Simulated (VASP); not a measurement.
# Sc (R-3m) in VASP: notebook

The runs below take Sc through single point, relaxation of cell and atoms, with PBEsol.

All numbers are computed with VASP 6.6.1; they aren't measurements. Logs are shortened: lines on timing, memory, paths and dates and some standing lists are left out, and cuts for length are marked.

### Step 1. The cell of the first run

The structure is trigonal, space group R-3m (No. 166). The conventional cell has a = 3.256 Å, b = 3.256 Å, c = 23.122 Å, α = 90.00°, β = 90.00°, γ = 120.00°. Within 4.2 Å of Sc (site symmetry -3m) lie 12 Sc at 3.20 to 3.26 Å. Sc (site symmetry 3m) has 12 Sc at 3.16 to 3.26 Å within 4.2 Å.

### Step 2. Single point, PBEsol

File INCAR:

```
ALGO = Normal
EDIFF = 1E-6
ENCUT = 520
GGA = PS
ISIF = 2
ISMEAR = 0
LASPH = T
LCHARG = T
LELF = T
LREAL = F
LVHAR = T
LWAVE = F
NBANDS = 24
NELM = 100
PREC = Accurate
SIGMA = 0.1
```

File KPOINTS:

```
k-points
0
Gamma
  18 18 18
```

File POSCAR:

```
Sc
1.0
    1.6278659094      0.9398488210      7.7074270597
   -1.6278659094      0.9398488210      7.7074270597
    0.0000000000     -1.8796976420      7.7074270597
Sc
3
Direct
    0.0000000000      0.0000000000      0.0000000000
    0.2215574156      0.2215574156      0.2215574156
    0.7784425844      0.7784425844      0.7784425844
```

Potentials or basis: VASP PAW PBE potentials, release 64 (Sc_sv).

Run with:

```bash
$ cat potpaw_PBE.64/Sc_sv/POTCAR > POTCAR
$ mpirun -np 1 vasp_std > vasp.out
```

OUTCAR:

```text
EDIFF = 1E-6
   ENCUT = 520
   GGA = PS
   ISIF = 2
   ISMEAR = 0
   LASPH = T
   LREAL = F
   NELM = 100
   PREC = Accurate

 ion  position               nearest neighbor table
   1  0.000  0.000  0.000-   3 3.20   3 3.20   2 3.20   2 3.20   3 3.20   2 3.20
   2  0.222  0.222  0.222-   3 3.16   3 3.16   3 3.16   1 3.20   1 3.20   1 3.20
   3  0.778  0.778  0.778-   2 3.16   2 3.16   2 3.16   1 3.20   1 3.20   1 3.20

  LATTYP: Found a trigonal (rhomboedric) cell.
 ALAT       =     7.9333281229
 COS(alpha) =     0.9157914056

  Lattice vectors:

 A1 = (   1.6278659094,   0.9398488210,   7.7074270597)
 A2 = (  -1.6278659094,   0.9398488210,   7.7074270597)
 A3 = (   0.0000000000,  -1.8796976420,   7.7074270597)

Analysis of symmetry for initial positions (statically):
=====================================================================
 Subroutine PRICEL returns:
 Original cell was already a primitive cell.

 Routine SETGRP: Setting up the symmetry group for a
 trigonal (rhombohedral) supercell.

 Subroutine GETGRP returns: Found 12 space group operations
 (whereof 12 operations were pure point group operations)
 out of a pool of 12 trial point group operations.

The static configuration has the point symmetry D_3d.

Analysis of symmetry for dynamics (positions and initial velocities):
=====================================================================
 Subroutine PRICEL returns:
 Original cell was already a primitive cell.

 Routine SETGRP: Setting up the symmetry group for a
 trigonal (rhombohedral) supercell.

 Subroutine GETGRP returns: Found 12 space group operations
 (whereof 12 operations were pure point group operations)
 out of a pool of 12 trial point group operations.

The dynamic configuration has the point symmetry D_3d.

 Subroutine INISYM returns: Found 12 space group operations
 (whereof 12 operations are pure point group operations),
 and found     1 'primitive' translations

----------------------------------------------------------------------------------------

                                     Primitive cell

  volume of cell :      70.7518

  direct lattice vectors                    reciprocal lattice vectors
     1.627865909  0.939848821  7.707427060     0.307150606  0.177333485  0.043248328
    -1.627865909  0.939848821  7.707427060    -0.307150606  0.177333485  0.043248328
     0.000000000 -1.879697642  7.707427060     0.000000000 -0.354666970  0.043248328

  length of vectors
     7.933328123  7.933328123  7.933328123     0.357294105  0.357294105  0.357294105

  position of ions in fractional coordinates (direct lattice)
     0.000000000  0.000000000  0.000000000
     0.221557416  0.221557416  0.221557416
     0.778442584  0.778442584  0.778442584

  ion indices of the primitive-cell ions
   primitive index   ion index
                 1           1
                 2           2
                 3           3

----------------------------------------------------------------------------------------

 KPOINTS: k-points

Automatic generation of k-mesh.
 Grid dimensions read from file:
 generate k-points for:   18   18   18

 Generating k-lattice:

  Cartesian coordinates                     Fractional coordinates (reciprocal lattice)
     0.017063923  0.009851860  0.002402685     0.055555556 -0.000000000  0.000000000
    -0.017063923  0.009851860  0.002402685    -0.000000000  0.055555556  0.000000000
     0.000000000 -0.019703721  0.002402685     0.000000000  0.000000000  0.055555556

  Length of vectors
     0.019849672  0.019849672  0.019849672

  Shift w.r.t. Gamma in fractional coordinates (k-lattice)
     0.000000000  0.000000000  0.000000000

 Subroutine IBZKPT returns following result:
 ===========================================

 Found    580 irreducible k-points:

 Following reciprocal coordinates:
            Coordinates               Weight
  0.000000  0.000000  0.000000      1.000000
  0.055556 -0.000000 -0.000000      6.000000
  0.111111 -0.000000 -0.000000      6.000000
  0.166667  0.000000 -0.000000      6.000000
  0.222222 -0.000000  0.000000      6.000000
  0.277778  0.000000 -0.000000      6.000000
[... 16 lines left out ...]
 -0.277778  0.055556  0.000000     12.000000
 -0.222222  0.055556 -0.000000     12.000000
 [... further k-points ...]
   k-points           NKPTS =    580   k-points in BZ     NKDIM =    580   number of bands    NBANDS=     24
   number of dos      NEDOS =    301   number of ions     NIONS =      3
   total plane-waves  NPLWV = 216000
   dimension x,y,z NGX =    60 NGY =   60 NGZ =   60
   dimension x,y,z NGXF=   120 NGYF=  120 NGZF=  120
   ions per type =               3
   NGX,Y,Z   is equivalent  to a cutoff of  12.57, 12.57, 12.57 a.u.
   NGXF,Y,Z  is equivalent  to a cutoff of  25.15, 25.15, 25.15 a.u.
 SYSTEM =  unknown system
   PREC   = accura    normal or accurate (medium, high low for compatibility)
   ISTART =      0    job   : 0-new  1-cont  2-samecut
   ICHARG =      2    charge: 1-file 2-atom 10-const
   ISPIN  =      1    spin polarized calculation?
   LNONCOLLINEAR =      F non collinear calculations
   LSORBIT =      F    spin-orbit coupling
   LASPH  =      T    aspherical Exc in radial PAW
   ENCUT  =  520.0 eV  38.22 Ry    6.18 a.u.  14.75 14.75 14.75*2*pi/ulx,y,z
   NELM   =    100;   NELMIN=  2; NELMDL= -5     # of ELM steps
   EDIFF  = 0.1E-05   stopping-criterion for ELM
   LREAL  =      F    real-space projection
   EDIFFG = 0.1E-04   stopping-criterion for IOM
   NSW    =      0    number of steps for IOM
   IBRION =     -1    ionic relax: 0-MD 1-quasi-New 2-CG
   NFREE  =      0    steps in history (QN), initial steepest desc. (CG)
   ISIF   =      2    stress and relaxation
   ISYM   =      2    0-nonsym 1-usesym 2-fastsym
   POTIM  = 0.5000    time-step for ionic-motion
   TEBEG  =    0.0;   TEEND  =   0.0 temperature during run
   PSTRESS=    0.0 pullay stress
   NELECT =      33.0000    total number of electrons
   NUPDOWN=      -1.0000    fix difference up-down
   EMIN   =  10.00;   EMAX   =-10.00  energy-range for DOS
   EFERMI =   0.00;   METHOD = LEGACY
   ISMEAR =     0;   SIGMA  =   0.10  broadening in eV -4-tet -1-fermi 0-gaus
   EFERMI_NEDOS =   21; number of points for ismear=-14 and -15
   IALGO  =     38    algorithm
   IMIX   =      4    mixing-type and parameters
     AMIX     =   0.40;   BMIX     =  1.00
     AMIX_MAG =   1.60;   BMIX_MAG =  1.00
  volume/ion in A,a.u.               =      23.58       159.15
  Fermi-wavevector in a.u.,A,eV,Ry     =   1.269600  2.399197 21.931028  1.611885
  Thomas-Fermi vector in A             =   2.402633
   LORBIT       =      0    0 simple, 1 ext, 2 COOP (PROOUT), +10 PAW based schemes
   GGA     = PS    functional components
   LHFCALC =     F    Hartree Fock is set to
   AEXX    =    0.0000 exact exchange contribution
   IVDW    =     0    specifies the selected vdW correction
   LEPSILON=     F    determine dielectric tensor
   LRPA    =     F    only Hartree local field effects (RPA)
 non-spin polarized calculation
 Gauss-broadening in eV      SIGMA  =   0.10
  energy-cutoff  :      520.00
  volume of cell :       70.75
 maximum number of plane-waves:      1931
   NGX = 29   NGY = 29   NGZ = 29

 number of electron      32.9999999 magnetization

 Free energy of the ion-electron system (eV)
  ---------------------------------------------------
  ext. energy  EPLUGINS =         0.00000000
  ---------------------------------------------------
  free energy    TOTEN  =       -19.79110003 eV

  energy without entropy =      -19.76294079  energy(sigma->0) =      -19.77702041

 E-fermi :   3.8610     XC(G=0): -10.1701

 val. band max:        3.8610070056   @ k =  -0.4444   0.1667   0.1111
 cond. band min:       3.8614451763   @ k =  -0.3889  -0.4444   0.2222
 fundamental gap:      0.0004381707
 Fermi energy:         3.8610386545

 k-point     1 :       0.0000    0.0000    0.0000
  band No.  band energies     occupation
      1     -45.2486      2.00000
      2     -45.1838      2.00000
      3     -45.1545      2.00000
      4     -24.0812      2.00000
      5     -24.0682      2.00000
      6     -23.8019      2.00000
[... 16 lines left out ...]
     23       5.7790      0.00000
     24       5.7790      0.00000

 k-point     2 :       0.0556   -0.0000   -0.0000
  band No.  band energies     occupation
      1     -45.2469      2.00000
      2     -45.1827      2.00000
      3     -45.1535      2.00000
      4     -24.0834      2.00000
      5     -24.0630      2.00000
      6     -23.8102      2.00000
[... 16 lines left out ...]
     23       5.7965      0.00000
     24       5.8149      0.00000

 k-point     3 :       0.1111   -0.0000   -0.0000
  band No.  band energies     occupation
      1     -45.2420      2.00000
      2     -45.1795      2.00000
      3     -45.1507      2.00000
      4     -24.0848      2.00000
      5     -24.0539      2.00000
      6     -23.8339      2.00000
[... 16 lines left out ...]
     23       5.9051      0.00000
     24       5.9171      0.00000

 k-point     4 :       0.1667    0.0000   -0.0000
  band No.  band energies     occupation
      1     -45.2345      2.00000
      2     -45.1745      2.00000
      3     -45.1464      2.00000
      4     -24.0833      2.00000
      5     -24.0482      2.00000
      6     -23.8700      2.00000
[... 16 lines left out ...]
     23       5.9634      0.00000
     24       5.9879      0.00000

 k-point     5 :       0.2222   -0.0000    0.0000
  band No.  band energies     occupation
      1     -45.2252      2.00000
      2     -45.1681      2.00000
      3     -45.1414      2.00000
      4     -24.0810      2.00000
      5     -24.0521      2.00000
      6     -23.9142      2.00000
[... 451 lines left out ...]
 k-point    22 :      -0.3333    0.0556    0.0000
  band No.  band energies     occupation
      1     -45.2013      2.00000
      2     -45.1497      2.00000
      3     -45.1305      2.00000
      4     -24.1122      2.00000
      5     -24.1070      2.00000
      6     -24.0180      2.00000
[... 16 lines left out ...]
     23       6.6817      0.00000
     24       7.0018      0.00000

 k-point    23 :      -0.2778    0.0556    0.0000
  band No.  band energies     occupation
      1     -45.2098      2.00000
      2     -45.1565      2.00000
      3     -45.1341      2.00000
      4     -24.0885      2.00000
      5     -24.0856      2.00000
      6     -23.9782      2.00000
[... 16 lines left out ...]
     23       6.4813      0.00000
     24       6.7359      0.00000

 k-point    24 :      -0.2222    0.0556   -0.0000
  band No.  band energies     occupation
      1     -45.2195      2.00000
      2     -45.1636      2.00000
      3     -45.1387      2.00000
      4     -24.0779      2.00000
      5     -24.0651      2.00000
      6     -23.9336      2.00000
[... 16 lines left out ...]
     23       6.2478      0.00000
     24       6.4376      0.00000

 [... further k-points ...]

------------------------ aborting loop because EDIFF is reached ----------------------------------------

  FORCE on cell =-STRESS in cart. coord.  units (eV):
  Direction    XX          YY          ZZ          XY          YZ          ZX
  --------------------------------------------------------------------------------------
  -------------------------------------------------------------------------------------
  Total        0.0070935      0.0070935      0.0010369      0.0000000     -0.0000000      0.0000000
  in kB        0.1606327      0.1606327      0.0234799      0.0000000     -0.0000000      0.0000000
  external PRESSURE =       0.1149151 kB  Pullay stress =       0.0000000 kB

 VOLUME and BASIS-vectors are now :
 -----------------------------------------------------------------------------
  energy-cutoff  :      520.00
  volume of cell :       70.75
      direct lattice vectors                 reciprocal lattice vectors
     1.627865909  0.939848821  7.707427060     0.307150606  0.177333485  0.043248328
    -1.627865909  0.939848821  7.707427060    -0.307150606  0.177333485  0.043248328
     0.000000000 -1.879697642  7.707427060     0.000000000 -0.354666970  0.043248328

 POSITION                                       TOTAL-FORCE (eV/Angst)
 -----------------------------------------------------------------------------------
      0.00000      0.00000      0.00000         0.000000      0.000000      0.000000
      0.00000      0.00000      5.12291         0.000000     -0.000000     -0.005061
      0.00000      0.00000     17.99937         0.000000      0.000000      0.005061
 -----------------------------------------------------------------------------------
    total drift:                                0.000000     -0.000000      0.000000

  FREE ENERGIE OF THE ION-ELECTRON SYSTEM (eV)
  ---------------------------------------------------
  free  energy   TOTEN  =       -19.7911000267 eV

  energy  without entropy=      -19.7629407851  energy(sigma->0) =      -19.77702041
```

Wall time 49 min (1 thread of Intel Xeon 6975P-C (Granite Rapids), shared host); peak memory 1 GiB.

Results:

| Property | Result |
| --- | --- |
| Free energy | -19.7911 eV |
| Pressure | 0.0 GPa |
| Largest force | 0.005 eV/Å |
| Band gap on the k mesh | zero (an odd number of electrons rules out a gap without spin polarisation) |

Forces in eV/Å, atoms in the order of the input:
```
Sc   0.000  0.000  0.000
Sc   0.000  0.000 -0.005
Sc   0.000  0.000  0.005
```

Caveat: the PAW data sets were made with another functional, which shifts forces and pressure a little.

### Step 3. Single point, PBEsol

File INCAR:

```
PREC = Accurate ; ENCUT = 520
EDIFF = 1E-6 ; ISMEAR = 0
SIGMA = 0.1 ; LREAL = F
LASPH = T ; NELM = 100
ALGO = Normal ; ISIF = 2
LWAVE = F ; LCHARG = F
GGA = PS ; NBANDS = 24
```

File KPOINTS:

```
Automatic mesh
0
Gamma
  6 6 6
```

File POSCAR:

```
Sc
1.0
    1.6321157604      0.9423024736      7.6624967431
   -1.6321157604      0.9423024736      7.6624967431
    0.0000000000     -1.8846049473      7.6624967431
Sc
3
Direct
    0.0000000000      0.0000000000      0.0000000000
    0.2216198993      0.2216198993      0.2216198993
    0.7783801007      0.7783801007      0.7783801007
```

Potentials or basis: VASP PAW PBE potentials, release 64 (Sc_sv).

Run with:

```bash
$ cat potpaw_PBE.64/Sc_sv/POTCAR > POTCAR
$ mpirun -np 1 vasp_std > vasp.out
```

Wall time 2.7 min (1 thread of Intel Xeon 6975P-C (Granite Rapids), shared host); peak memory 0.44 GiB.

It converged, with:

```
Free energy            : -19.7975 eV
Pressure               : 0.0 GPa
Largest force          : 0.011 eV/Å
Band gap on the k mesh : zero (an odd number of electrons rules out a gap without spin polarisation)
```

Forces in eV/Å, atoms in the order of the input:
```
Sc   0.000  0.000  0.000
Sc   0.000  0.000  0.011
Sc   0.000  0.000 -0.011
```

Levels at points of the mesh, in eV from the Fermi level:
| k point | band 13 | band 14 | band 15 | band 16 | band 17 | band 18 | band 19 | band 20 |
| --- | --- | --- | --- | --- | --- | --- | --- | --- |
| (0.00, 0.00, 0.00) | -5.26 | -2.74 | -2.72 | 0.56 | 0.67 | 1.45 | 1.45 | 1.66 |
| (0.50, 0.00, 0.00) | -1.78 | -1.48 | -1.26 | -0.46 | -0.32 | -0.06 | 1.06 | 1.35 |
| (0.50, 0.50, 0.00) | -1.72 | -1.51 | -1.30 | -0.64 | -0.21 | 0.11 | 1.27 | 1.45 |
| (0.50, 0.50, 0.50) | -4.52 | -4.50 | -1.75 | 0.65 | 1.34 | 1.41 | 1.47 | 1.47 |

Caveat: the k points lie up to 0.37 Å⁻¹ apart, too coarse for converged energies and pressures of a metal; the PAW data sets were made with another functional, which shifts forces and pressure a little.

### Step 4. Relaxation of cell and atoms, PBEsol

This run uses another cell than the first one, of 29.06 Å³/atom.

File INCAR:

```
SYSTEM = Sc
  PREC = Accurate
  ENCUT = 600
  EDIFF = 1E-6
  ISMEAR = 0
  SIGMA = 0.1
  LREAL = .False.
  LASPH = .True.
  NELM = 100
  ALGO = Normal
  ISIF = 3
  LWAVE = .False.
  LCHARG = .False.
  GGA = PS
  IBRION = 2
  NSW = 90
  EDIFFG = -0.04
```

File KPOINTS:

```
Automatic mesh
0
Gamma
  6 6 6
  0 0 0
```

File POSCAR:

```
Sc
1.0
    1.7333235179      1.0007347996      8.3770438000
   -1.7333235179      1.0007347996      8.3770438000
    0.0000000000     -2.0014695993      8.3770438000
Sc
3
Direct
    0.0000000000      0.0000000000      0.0000000000
    0.2222200000      0.2222200000      0.2222200000
    0.7777800000      0.7777800000      0.7777800000
```

Run with:

```bash
$ cat potpaw_PBE.64/Sc_sv/POTCAR > POTCAR
$ mpirun -np 1 vasp_std > vasp.out
```

Run time: 19 min. Hardware: 1 thread of Intel Xeon 6975P-C (Granite Rapids), shared host; peak memory 0.74 GiB.

It converged, with:

- Free energy: -19.7999 eV
- Relaxed volume: 23.66 Å³/atom
- Relaxed cell: a = 7.887 Å, b = 7.887 Å, c = 7.887 Å, α = 23.94°, β = 23.94°, γ = 23.94°
- Space group after relaxing (to 0.1 Å): R-3m (No. 166)
- Energy gained by relaxing: 163.8 meV/atom
- Ionic steps: 6
- Pressure after relaxing: -0.2 GPa
- Largest force after relaxing: 0.014 eV/Å
- Band gap on the k mesh: zero (an odd number of electrons rules out a gap without spin polarisation)

Forces on the atoms (eV/Å):
```
Sc   0.000  0.000  0.000
Sc   0.000  0.000 -0.014
Sc   0.000  0.000  0.014
```

Stress tensor (GPa, compression positive):
```
-0.23  0.00  0.00
 0.00 -0.23  0.00
 0.00  0.00 -0.03
```

Step by step:
```csv
step,energy change (eV),largest force (eV/Å),pressure (GPa),volume (Å³)
1,0.0000,0.0821,-8.19,87.18
2,-0.4837,0.0515,0.84,69.75
3,-0.4863,0.0555,0.08,70.72
4,-0.4861,0.0569,-0.16,71.03
5,-0.4893,0.0437,-0.18,71.01
6,-0.4915,0.0144,-0.16,70.97
```

Final structure:
```
Sc
1.0
     1.63564    0.94434    7.65737
    -1.63564    0.94434    7.65737
     0.00000   -1.88868    7.65737
Sc
3
Direct
  0.00000 0.00000 0.00000
  0.22175 0.22175 0.22175
  0.77824 0.77824 0.77824
```

Levels at points of the mesh, in eV from the Fermi level:
| k point | band 13 | band 14 | band 15 | band 16 | band 17 | band 18 | band 19 | band 20 |
| --- | --- | --- | --- | --- | --- | --- | --- | --- |
| (0.00, 0.00, 0.00) | -5.25 | -2.73 | -2.71 | 0.58 | 0.67 | 1.44 | 1.44 | 1.65 |
| (0.50, 0.00, 0.00) | -1.77 | -1.48 | -1.25 | -0.46 | -0.31 | -0.06 | 1.07 | 1.34 |
| (0.50, 0.50, 0.00) | -1.72 | -1.51 | -1.29 | -0.63 | -0.21 | 0.10 | 1.28 | 1.44 |
| (0.50, 0.50, 0.50) | -4.51 | -4.49 | -1.74 | 0.66 | 1.36 | 1.41 | 1.46 | 1.46 |

Caveat: the volume moved by over 15 % at a fixed basis, so the end points are rough; the PAW data sets were made with another functional, which shifts forces and pressure a little.

### Step 5. The runs side by side

```tsv
task	cell	k mesh	cutoff (eV)	gap on the mesh (eV)	pressure (GPa)	largest force (eV/Å)
single point	a = 7.933 Å, angles 23.7°, 3 atoms, atomic positions A	18 × 18 × 18	520	none	0.0	0.01
single point	a = 7.891 Å, angles 23.9°, 3 atoms, atomic positions B	6 × 6 × 6	520	none	0.0	0.01
relaxation of cell and atoms	relaxed from a = 8.613 Å, angles 23.2°, 3 atoms, atomic positions C	6 × 6 × 6	600	none	-0.2	0.01
```

Alike in all rows: level PBEsol; potentials or basis VASP PAW PBE potentials, release 64 (Sc_sv); no spin polarisation; smearing gaussian 0.1 eV.

Caveats: some runs use coarse meshes; the PAW data sets were made with another functional, which shifts forces and pressure a little; the volume moved by over 15 % at a fixed basis, so the end points are rough (at least some runs).

Absolute energies hang on the potentials; compare differences alone.

The gap in the log of VASP goes by the Fermi energy; the results here count the filled bands.